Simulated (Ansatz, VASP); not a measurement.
**Two plane-wave programs on Si3N**

The input INCAR:

```
SYSTEM = Si3N
ALGO = Normal
DIPOL = 0.5 0.5 0.321
EDIFF = 1E-6
ENCUT = 520
GGA = PE
IDIPOL = 3
ISIF = 2
ISMEAR = 0
IVDW = 12
LASPH = .True.
LCHARG = .False.
LDIPOL = .True.
LREAL = .False.
LWAVE = .False.
NBANDS = 27
NELM = 100
PREC = Accurate
SIGMA = 0.05
```

File KPOINTS:

```
k-points
0
Gamma
  7 5 1
  0 0 0
```

The input POSCAR:

```
Si3N
1.0
    3.8333442755      0.0000000000      0.0000000000
    0.0000000000      5.4211674636      0.0000000000
    0.0000000000      0.0000000000     22.4877586337
Si N
6 2
Direct
    0.5000000000      0.0000000000      0.1778745523
    0.0000000000      0.2500000000      0.1778745523
    0.0000000000      0.5038839981      0.2608672216
    0.5000000000      0.7461160019      0.2608672216
    0.5000000000      0.0086033066      0.3418641564
    0.0000000000      0.2413966934      0.3418641564
    1.0000000000      0.0086033066      0.4797169344
    1.0000000000      0.0086033066      0.5286324363
```

Input for Ansatz:

```yaml
crystal:
  lattice:
    - [3.8333442755, 0.0, 0.0]
    - [0.0, 5.4211674636, 0.0]
    - [0.0, 0.0, 22.4877586337]
  atoms:
    - { symbol: Si, position: [0.5, 0.0, 0.1778745523] }
    - { symbol: Si, position: [0.0, 0.25, 0.1778745523] }
    - { symbol: Si, position: [0.0, 0.5038839981, 0.2608672216] }
    - { symbol: Si, position: [0.5, 0.7461160019, 0.2608672216] }
    - { symbol: Si, position: [0.5, 0.0086033066, 0.3418641564] }
    - { symbol: Si, position: [0.0, 0.2413966934, 0.3418641564] }
    - { symbol: "N", position: [1.0, 0.0086033066, 0.4797169344] }
    - { symbol: "N", position: [1.0, 0.0086033066, 0.5286324363] }
basis:
  ecutwfc: 420
kpoints:
  mp_grid: { grid: [7, 5, 1] }
hamiltonian:
  xc: pbe
  pseudopotentials: { kind: paw, azcp: { folder: soft_1 } }
  dispersion: d3bj
scf:
  occupations: { method: gaussian, width: 0.05 }
output:
  forces: true
  eigenvalues: true
efield:
  axis: 3
  dipole_correction: true
  ramp_width: 0.04
```

Alike in both runs: task single point; functional PBE; dispersion D3(BJ); k mesh 7 × 5 × 1; occupations gaussian, width 0.05 eV; no spin polarisation.

|  | VASP | Ansatz |
| --- | --- | --- |
| version | VASP 6.6.1 | Ansatz 0.2.0 |
| potentials or method | VASP PAW PBE potentials, release 64 (Si, N), cutoff 520 eV | scalar-relativistic, plane waves, PAW |
| valence electrons in the cell | 34 | 34 |

Ansatz gave:

```
gap on the k mesh at the Fermi level (eV) : none
rms of the force components (eV/Å)        : 0.199
```

Estimate VASP's values.

gap on the k mesh at the Fermi level (eV): none; rms of the force components (eV/Å): 0.650.

Atom by atom the forces differ by 0.519 eV/Å (rms over components). A gap of «none» marks a metal or a gap that the smearing closes. One of these differences is far larger than is usual between the two programs; its cause wasn't traced.

Noted on VASP's run: the standard files for N, O and F lose accuracy on very short bonds.
